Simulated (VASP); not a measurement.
A run of VASP 6.6.1 is set up as follows.

File INCAR:

```
ALGO = Normal ; EDIFF = 1E-7
ENCUT = 520 ; GGA = PS
ISIF = 2 ; ISMEAR = 0
LASPH = T ; LCHARG = F
LREAL = F ; LWAVE = F
NBANDS = 14 ; NELM = 60
PREC = Accurate ; SIGMA = 0.02
```

Contents of KPOINTS:

```
k-points
0
Gamma
  6 6 6
```

Contents of POSCAR:

```
NaCl
1.0
    3.4250717762      0.0000000000      0.0000000000
    0.0000000000      3.4250717762      0.0000000000
    0.0000000000      0.0000000000      3.4250717762
Na Cl
1 1
Direct
    0.0000000000      0.0000000000      0.0000000000
    0.5000000000      0.5000000000      0.5000000000
```

Potentials or basis: VASP PAW PBE potentials, release 64 (Na_pv, Cl).

Run with:

```console
$ cat potpaw_PBE.64/Na_pv/POTCAR potpaw_PBE.64/Cl/POTCAR > POTCAR
$ mpirun -np 1 vasp_std > vasp.out
```

Question: Estimate the pressure.

Answer: 0.6 GPa.

Question: Predict the band gap on the k mesh.

Answer: 4.06 eV, indirect (least direct gap 4.62 eV).

Caveat: the cell differs from its parent crystal (functional PBEsol, strained); the PAW data sets were made with another functional, which shifts forces and pressure a little. A k mesh can miss the band edges.
